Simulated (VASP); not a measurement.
# Ca8S in VASP: single point with PBE

Aim: the single point of Ca8S with PBE.

Everything below comes from runs of VASP 6.6.1. Logs are shortened: lines on timing, memory, paths and dates and some standing lists are left out, and cuts for length are marked.

### 1 The cell of the first run

The cell holds a slab with vacuum, 9 atoms: a = 7.813 Å, b = 7.813 Å, c = 18.498 Å, α = 90.00°, β = 90.00°, γ = 120.00°.

### 2 Single point, PBE

File INCAR:

```
SYSTEM = Ca8S
  PREC = Accurate
  ENCUT = 520
  EDIFF = 1E-6
  ISMEAR = 0
  SIGMA = 0.1
  LREAL = .False.
  LASPH = .True.
  NELM = 100
  ALGO = Normal
  ISIF = 2
  LWAVE = .False.
  LCHARG = .False.
  LDIPOL = .True.
  IDIPOL = 3
  DIPOL = 0.5 0.5 0.320
  GGA = PE
  NBANDS = 53
```

File KPOINTS:

```
regular mesh
0
Gamma
  6 6 1
  0 0 0
```

File POSCAR:

```
Ca8S
1.0
    7.8132359333      0.0000000000      0.0000000000
   -3.9066179666      6.7664608040      0.0000000000
    0.0000000000      0.0000000000     18.4977494667
Ca S
8 1
Direct
    0.3333333333      0.1666666667      0.2162425222
    0.3333333333      0.6666666667      0.2162425222
    0.8333333333      0.1666666667      0.2162425222
    0.8333333333      0.6666666667      0.2162425222
    0.1666666667      0.3333333333      0.3783027486
    0.1666666667      0.8333333333      0.3783027486
    0.6666666667      0.3333333333      0.3783027486
    0.6666666667      0.8333333333      0.3783027486
    0.1666666667      0.4166666667      0.5037068544
```

Potentials or basis: VASP PAW PBE potentials, release 64 (Ca_sv, S).

The run is started by

```bash
> cat potpaw_PBE.64/Ca_sv/POTCAR potpaw_PBE.64/S/POTCAR > POTCAR
> mpirun -np 1 vasp_std > vasp.out
```

OUTCAR:

```text
SYSTEM = Ca8S
   PREC = Accurate
   ENCUT = 520
   EDIFF = 1E-6
   ISMEAR = 0
   LREAL = .False.
   LASPH = .True.
   NELM = 100
   ISIF = 2
   GGA = PE

 ion  position               nearest neighbor table
   1  0.333  0.167  0.216-
   2  0.333  0.667  0.216-
   3  0.833  0.167  0.216-
   4  0.833  0.667  0.216-
   5  0.167  0.333  0.378-   9 2.41
   6  0.167  0.833  0.378-
   7  0.667  0.333  0.378-
   8  0.667  0.833  0.378-
   9  0.167  0.417  0.504-   5 2.41

  LATTYP: Found a hexagonal cell.
 ALAT       =     7.8132359333
 C/A-ratio  =     2.3674889156

  Lattice vectors:

 A1 = (   7.8132359333,   0.0000000000,   0.0000000000)
 A2 = (  -3.9066179666,   6.7664608040,   0.0000000000)
 A3 = (   0.0000000000,   0.0000000000,  18.4977494667)

Analysis of symmetry for initial positions (statically):
=====================================================================
 Subroutine PRICEL returns:
 Original cell was already a primitive cell.

 Routine SETGRP: Setting up the symmetry group for a
 hexagonal supercell.

 Subroutine GETGRP returns: Found  1 space group operations
 (whereof  1 operations were pure point group operations)
 out of a pool of 24 trial point group operations.

The static configuration has the point symmetry C_1 .

Analysis of symmetry for dynamics (positions and initial velocities):
=====================================================================
 Subroutine PRICEL returns:
 Original cell was already a primitive cell.

 Routine SETGRP: Setting up the symmetry group for a
 hexagonal supercell.

 Subroutine GETGRP returns: Found  1 space group operations
 (whereof  1 operations were pure point group operations)
 out of a pool of 24 trial point group operations.

The dynamic configuration has the point symmetry C_1 .

 Subroutine INISYM returns: Found  1 space group operations
 (whereof  1 operations are pure point group operations),
 and found     1 'primitive' translations

----------------------------------------------------------------------------------------

                                     Primitive cell

  volume of cell :     977.9382

  direct lattice vectors                    reciprocal lattice vectors
     7.813235933  0.000000000  0.000000000     0.127987944  0.073893874  0.000000000
    -3.906617967  6.766460804  0.000000000     0.000000000  0.147787747  0.000000000
     0.000000000  0.000000000 18.497749467     0.000000000  0.000000000  0.054060631

  length of vectors
     7.813235933  7.813235933 18.497749467     0.147787747  0.147787747  0.054060631

  position of ions in fractional coordinates (direct lattice)
     0.333333333  0.166666667  0.216242522
     0.333333333  0.666666667  0.216242522
     0.833333333  0.166666667  0.216242522
     0.833333333  0.666666667  0.216242522
     0.166666667  0.333333333  0.378302749
     0.166666667  0.833333333  0.378302749
     0.666666667  0.333333333  0.378302749
     0.666666667  0.833333333  0.378302749
     0.166666667  0.416666667  0.503706854

  ion indices of the primitive-cell ions
   primitive index   ion index
                 1           1
                 2           2
                 3           3
                 4           4
                 5           5
                 6           6
                 7           7
                 8           8
                 9           9

----------------------------------------------------------------------------------------

 KPOINTS: regular mesh

Automatic generation of k-mesh.
 Grid dimensions read from file:
 generate k-points for:    6    6    1

 Generating k-lattice:

  Cartesian coordinates                     Fractional coordinates (reciprocal lattice)
     0.021331324  0.012315646  0.000000000     0.166666667  0.000000000  0.000000000
     0.000000000  0.024631291  0.000000000     0.000000000  0.166666667  0.000000000
     0.000000000  0.000000000  0.054060631     0.000000000  0.000000000  1.000000000

  Length of vectors
     0.024631291  0.024631291  0.054060631

  Shift w.r.t. Gamma in fractional coordinates (k-lattice)
     0.000000000  0.000000000  0.000000000

 Subroutine IBZKPT returns following result:
 ===========================================

 Found     20 irreducible k-points:

 Following reciprocal coordinates:
            Coordinates               Weight
  0.000000  0.000000  0.000000      1.000000
  0.166667 -0.000000  0.000000      2.000000
  0.000000  0.166667  0.000000      2.000000
 -0.166667  0.166667  0.000000      2.000000
  0.333333 -0.000000  0.000000      2.000000
  0.000000  0.333333  0.000000      2.000000
[... 12 lines left out ...]
  0.500000 -0.166667  0.000000      2.000000
  0.333333  0.333333  0.000000      2.000000
   k-points           NKPTS =     20   k-points in BZ     NKDIM =     20   number of bands    NBANDS=     53
   number of dos      NEDOS =    301   number of ions     NIONS =      9
   total plane-waves  NPLWV = 504000
   dimension x,y,z NGX =    60 NGY =   60 NGZ =  140
   dimension x,y,z NGXF=   120 NGYF=  120 NGZF=  280
   ions per type =               8   1
   NGX,Y,Z   is equivalent  to a cutoff of  12.77, 12.77, 12.58 a.u.
   NGXF,Y,Z  is equivalent  to a cutoff of  25.53, 25.53, 25.16 a.u.
 SYSTEM =  Ca8S
   PREC   = accura    normal or accurate (medium, high low for compatibility)
   ISTART =      0    job   : 0-new  1-cont  2-samecut
   ICHARG =      2    charge: 1-file 2-atom 10-const
   ISPIN  =      1    spin polarized calculation?
   LNONCOLLINEAR =      F non collinear calculations
   LSORBIT =      F    spin-orbit coupling
   LASPH  =      T    aspherical Exc in radial PAW
   ENCUT  =  520.0 eV  38.22 Ry    6.18 a.u.  14.53 14.53 34.39*2*pi/ulx,y,z
   NELM   =    100;   NELMIN=  2; NELMDL= -5     # of ELM steps
   EDIFF  = 0.1E-05   stopping-criterion for ELM
   LREAL  =      F    real-space projection
   EDIFFG = 0.1E-04   stopping-criterion for IOM
   NSW    =      0    number of steps for IOM
   IBRION =     -1    ionic relax: 0-MD 1-quasi-New 2-CG
   NFREE  =      0    steps in history (QN), initial steepest desc. (CG)
   ISIF   =      2    stress and relaxation
   ISYM   =      2    0-nonsym 1-usesym 2-fastsym
   POTIM  = 0.5000    time-step for ionic-motion
   TEBEG  =    0.0;   TEEND  =   0.0 temperature during run
   PSTRESS=    0.0 pullay stress
   NELECT =      86.0000    total number of electrons
   NUPDOWN=      -1.0000    fix difference up-down
   EMIN   =  10.00;   EMAX   =-10.00  energy-range for DOS
   EFERMI =   0.00;   METHOD = LEGACY
   ISMEAR =     0;   SIGMA  =   0.10  broadening in eV -4-tet -1-fermi 0-gaus
   EFERMI_NEDOS =   21; number of points for ismear=-14 and -15
   IALGO  =     38    algorithm
   IMIX   =      4    mixing-type and parameters
     AMIX     =   0.40;   BMIX     =  1.00
     AMIX_MAG =   1.60;   BMIX_MAG =  1.00
  volume/ion in A,a.u.               =     108.66       733.27
  Fermi-wavevector in a.u.,A,eV,Ry     =   0.728010  1.375739  7.211063  0.529998
  Thomas-Fermi vector in A             =   1.819376
   LORBIT       =      0    0 simple, 1 ext, 2 COOP (PROOUT), +10 PAW based schemes
   GGA     = PE    functional components
   LHFCALC =     F    Hartree Fock is set to
   AEXX    =    0.0000 exact exchange contribution
   IVDW    =     0    specifies the selected vdW correction
   LEPSILON=     F    determine dielectric tensor
   LRPA    =     F    only Hartree local field effects (RPA)
 non-spin polarized calculation
 Gauss-broadening in eV      SIGMA  =   0.10
  energy-cutoff  :      520.00
  volume of cell :      977.94
 maximum number of plane-waves:     26463
 NGX is ok and might be reduce to    60
   NGX = 29   NGY = 29   NGZ = 69

 number of electron      85.9999987 magnetization

 dipolmoment           0.000000      0.000000      0.627922 electrons x Angstroem

 Free energy of the ion-electron system (eV)
  ---------------------------------------------------
  ext. energy  EPLUGINS =         0.00000000
  ---------------------------------------------------
  free energy    TOTEN  =       -17.73505267 eV

  energy without entropy =      -17.69246832  energy(sigma->0) =      -17.71376050

 E-fermi :  -1.6292     XC(G=0):  -3.6458

 val. band max:       -1.6333673967   @ k =  -0.3333   0.1667   0.0000
 cond. band min:      -1.6158157420   @ k =   0.1667   0.1667   0.0000
 fundamental gap:      0.0175516547
 Fermi energy:        -1.6292374047

 k-point     1 :       0.0000    0.0000    0.0000
  band No.  band energies     occupation
      1     -44.1093      2.00000
      2     -44.0983      2.00000
      3     -44.0505      2.00000
      4     -43.9633      2.00000
      5     -43.9488      2.00000
      6     -43.9446      2.00000
[... 45 lines left out ...]
     52      -0.6904      0.00000
     53      -0.3682      0.00000

 k-point     2 :       0.1667   -0.0000    0.0000
  band No.  band energies     occupation
      1     -44.1093      2.00000
      2     -44.0983      2.00000
      3     -44.0506      2.00000
      4     -43.9632      2.00000
      5     -43.9486      2.00000
      6     -43.9449      2.00000
[... 45 lines left out ...]
     52      -0.6938      0.00000
     53      -0.3602      0.00000

 k-point     3 :       0.0000    0.1667    0.0000
  band No.  band energies     occupation
      1     -44.1092      2.00000
      2     -44.0984      2.00000
      3     -44.0506      2.00000
      4     -43.9631      2.00000
      5     -43.9489      2.00000
      6     -43.9446      2.00000
[... 45 lines left out ...]
     52      -0.6947      0.00000
     53      -0.3593      0.00000
[... 841 lines left out ...]
 k-point    19 :       0.5000   -0.1667    0.0000
  band No.  band energies     occupation
      1     -44.1091      2.00000
      2     -44.0984      2.00000
      3     -44.0507      2.00000
      4     -43.9628      2.00000
      5     -43.9477      2.00000
      6     -43.9461      2.00000
[... 45 lines left out ...]
     52      -0.6246      0.00000
     53      -0.4334      0.00000

 k-point    20 :       0.3333    0.3333    0.0000
  band No.  band energies     occupation
      1     -44.1088      2.00000
      2     -44.0986      2.00000
      3     -44.0507      2.00000
      4     -43.9627      2.00000
      5     -43.9484      2.00000
      6     -43.9455      2.00000
[... 45 lines left out ...]
     52      -0.5723      0.00000
     53      -0.4922      0.00000

------------------------ aborting loop because EDIFF is reached ----------------------------------------

 vacuum level on the upper side and lower side of the slab       (xc-potential included)         0.888        -1.225

  FORCE on cell =-STRESS in cart. coord.  units (eV):
  Direction    XX          YY          ZZ          XY          YZ          ZX
  --------------------------------------------------------------------------------------
  -------------------------------------------------------------------------------------
  Total       -0.8155683     -0.6696310      1.3762832     -0.1294686      1.4342064     -0.7971237
  in kB       -1.3361632     -1.0970710      2.2547946     -0.2121111      2.3496915     -1.3059450
  external PRESSURE =      -0.0594799 kB  Pullay stress =       0.0000000 kB

 VOLUME and BASIS-vectors are now :
 -----------------------------------------------------------------------------
  energy-cutoff  :      520.00
  volume of cell :      977.94
      direct lattice vectors                 reciprocal lattice vectors
     7.813235933  0.000000000  0.000000000     0.127987944  0.073893874  0.000000000
    -3.906617967  6.766460804  0.000000000     0.000000000  0.147787747  0.000000000
     0.000000000  0.000000000 18.497749467     0.000000000  0.000000000  0.054060631

 POSITION                                       TOTAL-FORCE (eV/Angst)
 -----------------------------------------------------------------------------------
      1.95331      1.12774      4.00000         0.030876     -0.011531     -0.095131
     -0.00000      4.51097      4.00000         0.005793      0.041145     -0.189288
      5.85993      1.12774      4.00000        -0.034443     -0.021836     -0.135272
      3.90662      4.51097      4.00000        -0.010561      0.003553     -0.020587
      0.00000      2.25549      6.99775         0.103678     -0.197804     -0.762377
     -1.95331      5.63872      6.99775         0.175680     -0.385419      0.463802
      3.90662      2.25549      6.99775         0.205412      0.099504      0.346615
      1.95331      5.63872      6.99775        -0.122018     -0.160561      0.352959
     -0.32555      2.81936      9.31744        -0.354416      0.632948      0.039279
 -----------------------------------------------------------------------------------
    total drift:                                0.000030     -0.000027     -0.000758

  FREE ENERGIE OF THE ION-ELECTRON SYSTEM (eV)
  ---------------------------------------------------
  free  energy   TOTEN  =       -17.7350526706 eV

  energy  without entropy=      -17.6924683217  energy(sigma->0) =      -17.71376050

 vacuum level on the upper side and lower side of the slab         3.282         1.098
```

It took 24 min on 1 thread of AMD EPYC 9R45 (Zen 5), shared host; peak memory 1.4 GiB.

What came out:

* Free energy: -17.7351 eV
* Largest force: 0.794 eV/Å
* Band gap on the k mesh: zero (band 43 reaches -1.38 eV, above the bottom of band 44 at -1.84 eV)

Forces in eV/Å, atoms in the order of the input:
```
Ca   0.031 -0.012 -0.095
Ca   0.006  0.041 -0.189
Ca  -0.034 -0.022 -0.135
Ca  -0.011  0.004 -0.021
Ca   0.104 -0.198 -0.762
Ca   0.176 -0.385  0.464
Ca   0.205  0.100  0.347
Ca  -0.122 -0.161  0.353
S   -0.354  0.633  0.039
```
